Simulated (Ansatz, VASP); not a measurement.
**WS2: VASP beside Ansatz**

Contents of INCAR:

```
PREC = Accurate
ENCUT = 520
EDIFF = 1E-7
ISMEAR = 0
SIGMA = 0.02
LREAL = F
LASPH = T
NELM = 60
ALGO = Normal
ISIF = 2
LWAVE = F
LCHARG = F
GGA = PS
NBANDS = 49
```

The input KPOINTS:

```
regular mesh
0
Gamma
  12 12 2
```

File POSCAR:

```
WS2
1.0
    3.2889061281      0.0000000000      0.0000000000
   -1.6444530640      2.8482762576      0.0000000000
    0.0000000000      0.0000000000     20.0169215407
W S
3 6
Direct
    0.6666666667      0.3333333333      0.3326562234
    0.3333333333      0.6666666667      0.6659895567
    0.0000000000      0.0000000000      0.9993228900
    0.3333333333      0.6666666667      0.2567745222
    0.6666666667      0.3333333333      0.0752025877
    0.0000000000      0.0000000000      0.5901078556
    0.3333333333      0.6666666667      0.4085359210
    0.6666666667      0.3333333333      0.9234411889
    0.0000000000      0.0000000000      0.7418692544
```

Input for Ansatz:

```yaml
crystal:
  lattice:
    - [3.2889061281, 0.0, 0.0]
    - [-1.644453064, 2.8482762576, 0.0]
    - [0.0, 0.0, 20.0169215407]
  atoms:
    - { symbol: W, position: [0.6666666667, 0.3333333333, 0.3326562234] }
    - { symbol: W, position: [0.3333333333, 0.6666666667, 0.6659895567] }
    - { symbol: W, position: [0.0, 0.0, 0.99932289] }
    - { symbol: S, position: [0.3333333333, 0.6666666667, 0.2567745222] }
    - { symbol: S, position: [0.6666666667, 0.3333333333, 0.0752025877] }
    - { symbol: S, position: [0.0, 0.0, 0.5901078556] }
    - { symbol: S, position: [0.3333333333, 0.6666666667, 0.408535921] }
    - { symbol: S, position: [0.6666666667, 0.3333333333, 0.9234411889] }
    - { symbol: S, position: [0.0, 0.0, 0.7418692544] }
basis:
  ecutwfc: 420
kpoints:
  mp_grid: { grid: [12, 12, 2] }
  band_path: { path: [VBM, CBM], npoints: 2 }
hamiltonian:
  xc: pbesol
scf:
  occupations: { method: gaussian, width: 0.02 }
output:
  forces: true
  stress: true
  eigenvalues: true
checkpoint:
  read: start.run
  write: ck
  compress: false
  write_wavefunctions: false
  write_every: 100000
```

Alike in both runs: task single point; functional PBEsol; k mesh 12 × 12 × 2; occupations gaussian, width 0.02 eV; no spin polarisation.

|  | VASP | Ansatz |
| --- | --- | --- |
| version | VASP 6.6.1 | Ansatz 0.2.0 |
| potentials or method | VASP PAW PBE potentials, release 64 (W_sv, S), cutoff 520 eV | scalar-relativistic, plane waves, PAW |
| valence electrons in the cell | 78 | 78 |

```tsv
	VASP	Ansatz	Ansatz less VASP
gap on the k mesh at the Fermi level (eV)	0.60	0.58	-0.016
least direct gap on the mesh (eV)	1.39	1.39	-0.003
pressure (GPa)	-7.2	-7.2	-0.07
traceless stress, the component that is largest in VASP (GPa)	6.83	6.82	-0.014
rms of the force components (eV/Å)	0.009	0.000	-0.0088
```

VASP's potentials were made for PBE, not for PBEsol. Atom by atom the forces differ by 0.009 eV/Å (rms over components).

Spin-orbit coupling is off throughout.
